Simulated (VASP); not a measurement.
A run of VASP 6.6.1 is set up as follows.

Contents of INCAR:

```
SYSTEM = Si
PREC = Accurate
ENCUT = 520
EDIFF = 1E-8
ISMEAR = -1
SIGMA = 0.08
LREAL = .FALSE.
LASPH = .TRUE.
NELM = 100
ALGO = Normal
ISIF = 2
LWAVE = .FALSE.
LCHARG = .FALSE.
GGA = CA
LEFG = .TRUE.
NBANDS = 11
```

Contents of KPOINTS:

```
Automatic mesh
0
G
  12 12 12
  0 0 0
```

File POSCAR:

```
Si
1.0
    0.0000000000      2.7244915613      2.7244915613
    2.7244915613      0.0000000000      2.7244915613
    2.7244915613      2.7244915613      0.0000000000
Si
2
Direct
    0.5000000000      0.5000000000      0.5000000000
    0.7500000000      0.7500000000      0.7500000000
```

Potentials or basis: VASP PAW LDA potentials, release 64 (Si).

Command:

```console
$ cat potpaw_LDA.64/Si/POTCAR > POTCAR
$ mpirun -np 1 vasp_std > vasp.out
```

Question: Estimate the pressure.

Answer: -2.3 GPa.

Question: Predict the band gap on the k mesh.

Answer: 0.49 eV (least direct gap 2.52 eV).

A k mesh can miss the band edges.
